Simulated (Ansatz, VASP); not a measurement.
## Two plane-wave programs on Ti3Al5

Contents of POSCAR:

```
Ti3Al5
1.0
    3.9016290122      0.0000000000      0.0000000000
    0.0000000000      4.0227228113      0.0000000000
    0.0000000000      0.0000000000      8.0705706867
Ti Al
3 5
Direct
    0.0000000000      0.5000000000      0.2648736031
    0.0000000000      0.5000000000      0.7351263969
    0.5000000000      0.5000000000      0.0000000000
    0.0000000000      0.0000000000      0.0000000000
    0.0000000000      0.0000000000      0.5000000000
    0.5000000000      0.5000000000      0.5000000000
    0.5000000000      0.0000000000      0.2423326362
    0.5000000000      0.0000000000      0.7576673638
```

File INCAR.step1:

```
SYSTEM = Ti3Al5
PREC = Accurate ; ENCUT = 520
ISMEAR = 0 ; SIGMA = 0.15
LREAL = .False. ; LASPH = .True.
NELM = 60 ; NBANDS = 36
GGA = PE ; ALGO = Normal
EDIFF = 1E-4 ; LWAVE = .True.
LCHARG = .False.
```

INCAR.step2

```
SYSTEM = Ti3Al5
PREC = Accurate ; ENCUT = 520
EDIFF = 1E-6 ; ISMEAR = 0
SIGMA = 0.15 ; LREAL = .False.
LASPH = .True. ; NELM = 60
ALGO = Normal ; ISIF = 2
LWAVE = .False. ; LCHARG = .False.
METAGGA = R2SCAN ; LMIXTAU = .True.
NBANDS = 36 ; ISTART = 1
```

File KPOINTS:

```
regular mesh
0
Gamma
  10 10 6
  0 0 0
```

Input for Ansatz:

```yaml
crystal:
  lattice:
    - [3.9016290122, 0.0, 0.0]
    - [0.0, 4.0227228113, 0.0]
    - [0.0, 0.0, 8.0705706867]
  atoms:
    - { symbol: Ti, position: [0.0, 0.5, 0.2648736031] }
    - { symbol: Ti, position: [0.0, 0.5, 0.7351263969] }
    - { symbol: Ti, position: [0.5, 0.5, 0.0] }
    - { symbol: Al, position: [0.0, 0.0, 0.0] }
    - { symbol: Al, position: [0.0, 0.0, 0.5] }
    - { symbol: Al, position: [0.5, 0.5, 0.5] }
    - { symbol: Al, position: [0.5, 0.0, 0.2423326362] }
    - { symbol: Al, position: [0.5, 0.0, 0.7576673638] }
basis:
  ecutwfc: 500
kpoints:
  mp_grid: { grid: [10, 10, 6] }
hamiltonian:
  xc: r2scan
scf:
  occupations: { method: gaussian, width: 0.15 }
output:
  forces: true
  stress: true
  eigenvalues: true
```

Alike in both runs: task single point; functional r2SCAN; k mesh 10 × 10 × 6; occupations gaussian, width 0.15 eV; no spin polarisation.

|  | VASP | Ansatz |
| --- | --- | --- |
| version | VASP 6.6.1 | Ansatz 0.2.0 |
| potentials or method | VASP PAW PBE potentials, release 64 (Ti_sv, Al), cutoff 520 eV | scalar-relativistic, plane waves, PAW |
| valence electrons in the cell | 51 | 51 |

VASP gave:

| Quantity | Value |
| --- | --- |
| gap on the k mesh at the Fermi level (eV) | none |
| pressure (GPa) | 0.0 |
| rms of the force components (eV/Å) | 0.003 |

Question: Estimate Ansatz's values.

Answer: gap on the k mesh at the Fermi level (eV): none; pressure (GPa): 0.0; rms of the force components (eV/Å): 0.001.

VASP's potentials were made for PBE, not for r2SCAN. Atom by atom the forces differ by 0.003 eV/Å (rms over components). A gap of «none» marks a metal or a gap that the smearing closes.
